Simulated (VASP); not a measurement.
# SnTe (F-43m) in VASP: further runs

Aim: see how the results for SnTe move with the level of theory and the settings. Levels: PBEsol, PBE. Tasks: single point.

All numbers are computed with VASP 6.6.1; they aren't measurements. Logs are shortened: lines on timing, memory, paths and dates and some standing lists are left out, and cuts for length are marked.

## (1) The cell of the first run

Symmetry: F-43m, No. 216, cubic system. The conventional cell has a = 7.222 Å, b = 7.222 Å, c = 7.222 Å, α = 90.00°, β = 90.00°, γ = 90.00°. Te (site symmetry -43m) has 4 Sn at 3.13 Å within 4.1 Å. Within 4.1 Å of Sn (site symmetry -43m) lie 4 Te at 3.13 Å.

## (2) Single point, PBEsol

The input, INCAR:

```
ALGO = Normal ; EDIFF = 1E-6
ENCUT = 520 ; GGA = PS
ISIF = 2 ; ISMEAR = 1
LASPH = T ; LCHARG = F
LREAL = F ; LWAVE = F
NBANDS = 17 ; NELM = 60
PREC = Accurate ; SIGMA = 0.05
```

The input, KPOINTS:

```
k-points
0
Gamma
  6 6 6
```

The input, POSCAR:

```
SnTe
1.0
    0.0000000000      3.6111460000      3.6111460000
    3.6111460000      0.0000000000      3.6111460000
    3.6111460000      3.6111460000      0.0000000000
Te Sn
1 1
Direct
    0.2500000000      0.2500000000      0.2500000000
    0.0000000000      0.0000000000      0.0000000000
```

Potentials or basis: VASP PAW PBE potentials, release 64 (Te, Sn_d).

On the command line:

```sh
> cat potpaw_PBE.64/Te/POTCAR potpaw_PBE.64/Sn_d/POTCAR > POTCAR
> mpirun -np 1 vasp_std > vasp.out
```

OUTCAR:

```text
EDIFF = 1E-6
   ENCUT = 520
   GGA = PS
   ISIF = 2
   ISMEAR = 1
   LASPH = T
   LREAL = F
   NELM = 60
   PREC = Accurate

 ion  position               nearest neighbor table
   1  0.250  0.250  0.250-   2 3.13   2 3.13   2 3.13   2 3.13
   2  0.000  0.000  0.000-   1 3.13   1 3.13   1 3.13   1 3.13

  LATTYP: Found a face centered cubic cell.
 ALAT       =     7.2222920000

  Lattice vectors:

 A1 = (   0.0000000000,   3.6111460000,   3.6111460000)
 A2 = (   3.6111460000,   0.0000000000,   3.6111460000)
 A3 = (   3.6111460000,   3.6111460000,   0.0000000000)

Analysis of symmetry for initial positions (statically):
=====================================================================
 Subroutine PRICEL returns:
 Original cell was already a primitive cell.

 Routine SETGRP: Setting up the symmetry group for a
 face centered cubic supercell.

 Subroutine GETGRP returns: Found 24 space group operations
 (whereof 24 operations were pure point group operations)
 out of a pool of 48 trial point group operations.

The static configuration has the point symmetry T_d .

Analysis of symmetry for dynamics (positions and initial velocities):
=====================================================================
 Subroutine PRICEL returns:
 Original cell was already a primitive cell.

 Routine SETGRP: Setting up the symmetry group for a
 face centered cubic supercell.

 Subroutine GETGRP returns: Found 24 space group operations
 (whereof 24 operations were pure point group operations)
 out of a pool of 48 trial point group operations.

The dynamic configuration has the point symmetry T_d .

 Subroutine INISYM returns: Found 24 space group operations
 (whereof 24 operations are pure point group operations),
 and found     1 'primitive' translations

----------------------------------------------------------------------------------------

                                     Primitive cell

  volume of cell :      94.1814

  direct lattice vectors                    reciprocal lattice vectors
     0.000000000  3.611146000  3.611146000    -0.138460201  0.138460201  0.138460201
     3.611146000  0.000000000  3.611146000     0.138460201 -0.138460201  0.138460201
     3.611146000  3.611146000  0.000000000     0.138460201  0.138460201 -0.138460201

  length of vectors
     5.106931649  5.106931649  5.106931649     0.239820102  0.239820102  0.239820102

  position of ions in fractional coordinates (direct lattice)
     0.250000000  0.250000000  0.250000000
     0.000000000  0.000000000  0.000000000

  ion indices of the primitive-cell ions
   primitive index   ion index
                 1           1
                 2           2

----------------------------------------------------------------------------------------

 KPOINTS: k-points

Automatic generation of k-mesh.
 Grid dimensions read from file:
 generate k-points for:    6    6    6

 Generating k-lattice:

  Cartesian coordinates                     Fractional coordinates (reciprocal lattice)
    -0.023076700  0.023076700  0.023076700     0.166666667  0.000000000  0.000000000
     0.023076700 -0.023076700  0.023076700     0.000000000  0.166666667  0.000000000
     0.023076700  0.023076700 -0.023076700     0.000000000  0.000000000  0.166666667

  Length of vectors
     0.039970017  0.039970017  0.039970017

  Shift w.r.t. Gamma in fractional coordinates (k-lattice)
     0.000000000  0.000000000  0.000000000

 Subroutine IBZKPT returns following result:
 ===========================================

 Found     16 irreducible k-points:

 Following reciprocal coordinates:
            Coordinates               Weight
  0.000000  0.000000  0.000000      1.000000
  0.166667  0.000000  0.000000      8.000000
  0.333333  0.000000  0.000000      8.000000
  0.500000  0.000000  0.000000      4.000000
  0.166667  0.166667  0.000000      6.000000
  0.333333  0.166667  0.000000     24.000000
[... 8 lines left out ...]
 -0.333333  0.333333  0.166667     24.000000
 -0.333333  0.500000  0.166667     12.000000
   k-points           NKPTS =     16   k-points in BZ     NKDIM =     16   number of bands    NBANDS=     17
   number of dos      NEDOS =    301   number of ions     NIONS =      2
   total plane-waves  NPLWV =  64000
   dimension x,y,z NGX =    40 NGY =   40 NGZ =   40
   dimension x,y,z NGXF=    80 NGYF=   80 NGZF=   80
   ions per type =               1   1
   NGX,Y,Z   is equivalent  to a cutoff of  13.02, 13.02, 13.02 a.u.
   NGXF,Y,Z  is equivalent  to a cutoff of  26.04, 26.04, 26.04 a.u.
 SYSTEM =  unknown system
   PREC   = accura    normal or accurate (medium, high low for compatibility)
   ISTART =      0    job   : 0-new  1-cont  2-samecut
   ICHARG =      2    charge: 1-file 2-atom 10-const
   ISPIN  =      1    spin polarized calculation?
   LNONCOLLINEAR =      F non collinear calculations
   LSORBIT =      F    spin-orbit coupling
   LASPH  =      T    aspherical Exc in radial PAW
   ENCUT  =  520.0 eV  38.22 Ry    6.18 a.u.   9.50  9.50  9.50*2*pi/ulx,y,z
   NELM   =     60;   NELMIN=  2; NELMDL= -5     # of ELM steps
   EDIFF  = 0.1E-05   stopping-criterion for ELM
   LREAL  =      F    real-space projection
   EDIFFG = 0.1E-04   stopping-criterion for IOM
   NSW    =      0    number of steps for IOM
   IBRION =     -1    ionic relax: 0-MD 1-quasi-New 2-CG
   NFREE  =      0    steps in history (QN), initial steepest desc. (CG)
   ISIF   =      2    stress and relaxation
   ISYM   =      2    0-nonsym 1-usesym 2-fastsym
   POTIM  = 0.5000    time-step for ionic-motion
   TEBEG  =    0.0;   TEEND  =   0.0 temperature during run
   PSTRESS=    0.0 pullay stress
   NELECT =      20.0000    total number of electrons
   NUPDOWN=      -1.0000    fix difference up-down
   EMIN   =  10.00;   EMAX   =-10.00  energy-range for DOS
   EFERMI =   0.00;   METHOD = LEGACY
   ISMEAR =     1;   SIGMA  =   0.05  broadening in eV -4-tet -1-fermi 0-gaus
   EFERMI_NEDOS =   21; number of points for ismear=-14 and -15
   IALGO  =     38    algorithm
   IMIX   =      4    mixing-type and parameters
     AMIX     =   0.40;   BMIX     =  1.00
     AMIX_MAG =   1.60;   BMIX_MAG =  1.00
  volume/ion in A,a.u.               =      47.09       317.78
  Fermi-wavevector in a.u.,A,eV,Ry     =   0.976704  1.845704 12.979296  0.953951
  Thomas-Fermi vector in A             =   2.107344
   LORBIT       =      0    0 simple, 1 ext, 2 COOP (PROOUT), +10 PAW based schemes
   GGA     = PS    functional components
   LHFCALC =     F    Hartree Fock is set to
   AEXX    =    0.0000 exact exchange contribution
   IVDW    =     0    specifies the selected vdW correction
   LEPSILON=     F    determine dielectric tensor
   LRPA    =     F    only Hartree local field effects (RPA)
 non-spin polarized calculation
 Methfessel and Paxton  Order N= 1 SIGMA  =   0.05
  energy-cutoff  :      520.00
  volume of cell :       94.18
 maximum number of plane-waves:      2637
 NGX is ok and might be reduce to    40
   NGX = 19   NGY = 19   NGZ = 19

 number of electron      19.9999999 magnetization

 Free energy of the ion-electron system (eV)
  ---------------------------------------------------
  ext. energy  EPLUGINS =         0.00000000
  ---------------------------------------------------
  free energy    TOTEN  =        -7.60172741 eV

  energy without entropy =       -7.60188847  energy(sigma->0) =       -7.60178110

 E-fermi :   2.9178     XC(G=0):  -7.6266

 val. band max:        2.8757125768   @ k =  -0.3333   0.5000   0.1667
 cond. band min:       3.1028452236   @ k =   0.5000   0.5000   0.0000
 fundamental gap:      0.2271326467
 Fermi energy:         2.9178067499

 k-point     1 :       0.0000    0.0000    0.0000
  band No.  band energies     occupation
      1     -18.6589      2.00000
      2     -18.6589      2.00000
      3     -18.6589      2.00000
      4     -18.6496      2.00000
      5     -18.6496      2.00000
      6      -8.5049      2.00000
[... 9 lines left out ...]
     16       9.4611      0.00000
     17      10.5683      0.00000

 k-point     2 :       0.1667    0.0000    0.0000
  band No.  band energies     occupation
      1     -18.6592      2.00000
      2     -18.6585      2.00000
      3     -18.6585      2.00000
      4     -18.6496      2.00000
      5     -18.6496      2.00000
      6      -8.3900      2.00000
[... 9 lines left out ...]
     16       8.9384      0.00000
     17      10.0794      0.00000

 k-point     3 :       0.3333    0.0000    0.0000
  band No.  band energies     occupation
      1     -18.6598      2.00000
      2     -18.6578      2.00000
      3     -18.6578      2.00000
      4     -18.6495      2.00000
      5     -18.6495      2.00000
      6      -8.1236      2.00000
[... 9 lines left out ...]
     16       9.0728      0.00000
     17      10.2969      0.00000

 k-point     4 :       0.5000    0.0000    0.0000
  band No.  band energies     occupation
      1     -18.6602      2.00000
      2     -18.6575      2.00000
      3     -18.6575      2.00000
      4     -18.6494      2.00000
      5     -18.6494      2.00000
      6      -7.9643      2.00000
[... 9 lines left out ...]
     16       9.8900      0.00000
     17       9.8900      0.00000

 k-point     5 :       0.1667    0.1667    0.0000
  band No.  band energies     occupation
      1     -18.6597      2.00000
      2     -18.6581      2.00000
      3     -18.6581      2.00000
      4     -18.6498      2.00000
      5     -18.6494      2.00000
      6      -8.3505      2.00000
[... 9 lines left out ...]
     16       9.7321      0.00000
     17      11.1343      0.00000

 k-point     6 :       0.3333    0.1667    0.0000
  band No.  band energies     occupation
      1     -18.6603      2.00000
      2     -18.6576      2.00000
      3     -18.6574      2.00000
      4     -18.6498      2.00000
      5     -18.6492      2.00000
      6      -8.1284      2.00000
[... 9 lines left out ...]
     16       9.8415      0.00000
     17      10.9368      0.00000

 k-point     7 :       0.5000    0.1667    0.0000
  band No.  band energies     occupation
      1     -18.6605      2.00000
      2     -18.6573      2.00000
      3     -18.6571      2.00000
      4     -18.6496      2.00000
      5     -18.6493      2.00000
      6      -7.9151      2.00000
[... 9 lines left out ...]
     16       9.9974      0.00000
     17      10.2132      0.00000

 k-point     8 :      -0.3333    0.1667    0.0000
  band No.  band energies     occupation
      1     -18.6602      2.00000
      2     -18.6574      2.00000
      3     -18.6574      2.00000
      4     -18.6495      2.00000
      5     -18.6494      2.00000
      6      -7.9712      2.00000
[... 9 lines left out ...]
     16       9.6139      0.00000
     17      10.5723      0.00000

 k-point     9 :      -0.1667    0.1667    0.0000
  band No.  band energies     occupation
      1     -18.6597      2.00000
      2     -18.6581      2.00000
      3     -18.6578      2.00000
      4     -18.6496      2.00000
      5     -18.6494      2.00000
      6      -8.2206      2.00000
[... 9 lines left out ...]
     16       9.0400      0.00000
     17      11.0226      0.00000

 k-point    10 :       0.3333    0.3333    0.0000
  band No.  band energies     occupation
      1     -18.6614      2.00000
      2     -18.6567      2.00000
      3     -18.6567      2.00000
      4     -18.6501      2.00000
      5     -18.6489      2.00000
      6      -7.9800      2.00000
[... 9 lines left out ...]
     16      10.5310      0.00000
     17      12.4096      0.00000

 k-point    11 :       0.5000    0.3333    0.0000
  band No.  band energies     occupation
      1     -18.6616      2.00000
      2     -18.6565      2.00000
      3     -18.6563      2.00000
      4     -18.6501      2.00000
      5     -18.6489      2.00000
      6      -7.8059      2.00000
[... 9 lines left out ...]
     16      10.4319      0.00000
     17      11.7086      0.00000

 k-point    12 :      -0.3333    0.3333    0.0000
  band No.  band energies     occupation
      1     -18.6609      2.00000
      2     -18.6569      2.00000
      3     -18.6567      2.00000
      4     -18.6498      2.00000
      5     -18.6492      2.00000
      6      -7.8022      2.00000
[... 9 lines left out ...]
     16      10.2574      0.00000
     17      11.9113      0.00000

 k-point    13 :       0.5000    0.5000    0.0000
  band No.  band energies     occupation
      1     -18.6623      2.00000
      2     -18.6560      2.00000
      3     -18.6560      2.00000
      4     -18.6504      2.00000
      5     -18.6487      2.00000
      6      -7.7449      2.00000
[... 9 lines left out ...]
     16      11.1933      0.00000
     17      11.1935      0.00000

 k-point    14 :       0.5000    0.3333    0.1667
  band No.  band energies     occupation
      1     -18.6608      2.00000
      2     -18.6572      2.00000
      3     -18.6567      2.00000
      4     -18.6499      2.00000
      5     -18.6492      2.00000
      6      -7.9211      2.00000
[... 9 lines left out ...]
     16      10.3170      0.00000
     17      11.3498      0.00000

 k-point    15 :      -0.3333    0.3333    0.1667
  band No.  band energies     occupation
      1     -18.6609      2.00000
      2     -18.6572      2.00000
      3     -18.6564      2.00000
      4     -18.6498      2.00000
      5     -18.6492      2.00000
      6      -7.8022      2.00000
[... 9 lines left out ...]
     16      10.1486      0.00000
     17      11.1913      0.00000

 k-point    16 :      -0.3333    0.5000    0.1667
  band No.  band energies     occupation
      1     -18.6615      2.00000
      2     -18.6568      2.00000
      3     -18.6560      2.00000
      4     -18.6501      2.00000
      5     -18.6490      2.00000
      6      -7.7426      2.00000
[... 9 lines left out ...]
     16      10.8868      0.00000
     17      10.9174      0.00000

------------------------ aborting loop because EDIFF is reached ----------------------------------------

  FORCE on cell =-STRESS in cart. coord.  units (eV):
  Direction    XX          YY          ZZ          XY          YZ          ZX
  --------------------------------------------------------------------------------------
  -------------------------------------------------------------------------------------
  Total       -0.8099696     -0.8099696     -0.8099696      0.0000000      0.0000000     -0.0000000
  in kB      -13.7788883    -13.7788883    -13.7788883      0.0000000      0.0000000     -0.0000000
  external PRESSURE =     -13.7788883 kB  Pullay stress =       0.0000000 kB

 VOLUME and BASIS-vectors are now :
 -----------------------------------------------------------------------------
  energy-cutoff  :      520.00
  volume of cell :       94.18
      direct lattice vectors                 reciprocal lattice vectors
     0.000000000  3.611146000  3.611146000    -0.138460201  0.138460201  0.138460201
     3.611146000  0.000000000  3.611146000     0.138460201 -0.138460201  0.138460201
     3.611146000  3.611146000  0.000000000     0.138460201  0.138460201 -0.138460201

 POSITION                                       TOTAL-FORCE (eV/Angst)
 -----------------------------------------------------------------------------------
      1.80557      1.80557      1.80557        -0.000000      0.000000      0.000000
      0.00000      0.00000      0.00000         0.000000     -0.000000     -0.000000
 -----------------------------------------------------------------------------------
    total drift:                               -0.000000     -0.000000     -0.000000

  FREE ENERGIE OF THE ION-ELECTRON SYSTEM (eV)
  ---------------------------------------------------
  free  energy   TOTEN  =        -7.6017274131 eV

  energy  without entropy=       -7.6018884732  energy(sigma->0) =       -7.60178110
```

Wall time 15 s (1 thread of Intel Xeon Platinum 8488C (Sapphire Rapids), shared host); peak memory 0.24 GiB.

What came out:

```
Free energy            : -7.6017 eV
Pressure               : -1.4 GPa
Band gap on the k mesh : 0.23 eV, indirect (least direct gap 0.76 eV)
```

Caveat: the PAW data sets were made with another functional, which shifts forces and pressure a little; spin-orbit coupling is left out, which moves the levels of the heavy elements. A k mesh can miss the band edges.

## (3) Single point, PBEsol

The input, INCAR:

```
SYSTEM = SnTe
ALGO     = Normal         ! electronic algorithm
EDIFF    = 1E-6           ! SCF threshold, eV
ENCUT    = 520            ! plane-wave cutoff, eV
GGA      = PS             ! functional
ISIF     = 2              ! what is computed and relaxed
ISMEAR   = 1              ! smearing method
LASPH    = .True.         ! aspherical terms in the spheres
LCHARG   = .False.        ! write CHGCAR
LREAL    = .False.        ! projectors in reciprocal space
LWAVE    = .False.        ! write WAVECAR
NBANDS   = 17             ! bands
NELM     = 80             ! most SCF steps
PREC     = Accurate       ! precision mode
SIGMA    = 0.025          ! smearing width, eV
```

The input, KPOINTS:

```
k-points
0
Gamma
  6 6 6
  0 0 0
```

POSCAR is that of step 2.

Potentials or basis: VASP PAW PBE potentials, release 64 (Te, Sn_d).

On the command line:

```sh
> cat potpaw_PBE.64/Te/POTCAR potpaw_PBE.64/Sn_d/POTCAR > POTCAR
> mpirun -np 1 vasp_std > vasp.out
```

OUTCAR:

```text
SYSTEM = SnTe
   EDIFF = 1E-6
   ENCUT = 520
   GGA = PS
   ISIF = 2
   ISMEAR = 1
   LASPH = .True.
   LREAL = .False.
   NELM = 80
   PREC = Accurate

 ion  position               nearest neighbor table
   1  0.250  0.250  0.250-   2 3.13   2 3.13   2 3.13   2 3.13
   2  0.000  0.000  0.000-   1 3.13   1 3.13   1 3.13   1 3.13

  LATTYP: Found a face centered cubic cell.
 ALAT       =     7.2222920000

  Lattice vectors:

 A1 = (   0.0000000000,   3.6111460000,   3.6111460000)
[... 495 lines left out ...]

------------------------ aborting loop because EDIFF is reached ----------------------------------------

  FORCE on cell =-STRESS in cart. coord.  units (eV):
  Direction    XX          YY          ZZ          XY          YZ          ZX
  --------------------------------------------------------------------------------------
  -------------------------------------------------------------------------------------
  Total       -0.8099583     -0.8099583     -0.8099583     -0.0000000     -0.0000000     -0.0000000
  in kB      -13.7786962    -13.7786962    -13.7786962     -0.0000000     -0.0000000     -0.0000000
  external PRESSURE =     -13.7786962 kB  Pullay stress =       0.0000000 kB

 VOLUME and BASIS-vectors are now :
 -----------------------------------------------------------------------------
  energy-cutoff  :      520.00
  volume of cell :       94.18
      direct lattice vectors                 reciprocal lattice vectors
     0.000000000  3.611146000  3.611146000    -0.138460201  0.138460201  0.138460201
     3.611146000  0.000000000  3.611146000     0.138460201 -0.138460201  0.138460201
     3.611146000  3.611146000  0.000000000     0.138460201  0.138460201 -0.138460201

 POSITION                                       TOTAL-FORCE (eV/Angst)
 -----------------------------------------------------------------------------------
      1.80557      1.80557      1.80557        -0.000000     -0.000000     -0.000000
      0.00000      0.00000      0.00000         0.000000      0.000000      0.000000
 -----------------------------------------------------------------------------------
    total drift:                               -0.000000     -0.000000     -0.000000

  FREE ENERGIE OF THE ION-ELECTRON SYSTEM (eV)
  ---------------------------------------------------
  free  energy   TOTEN  =        -7.6018079401 eV

  energy  without entropy=       -7.6018884666  energy(sigma->0) =       -7.60183478
```

Run time: 16 s. Hardware: 1 thread of Intel Xeon Platinum 8488C (Sapphire Rapids), shared host; peak memory 0.24 GiB.

What came out:

```
Free energy            : -7.6018 eV
Pressure               : -1.4 GPa
Band gap on the k mesh : 0.23 eV, indirect (least direct gap 0.76 eV)
```

Levels at points of the mesh, in eV from the valence-band top:
```tsv
k point	band 8	band 9	band 10	band 11	band 12	band 13
(0.00, 0.00, 0.00)	-1.76	-1.76	-1.76	1.16	1.16	1.16
(0.50, 0.00, 0.00)	-2.30	-2.30	-1.90	1.96	1.96	3.54
(0.50, 0.50, 0.00)	-2.96	-2.96	-0.53	0.23	4.04	4.04
```

Caveat: the PAW data sets were made with another functional, which shifts forces and pressure a little; spin-orbit coupling is left out, which moves the levels of the heavy elements.

(Continued in part 2 of 2.)
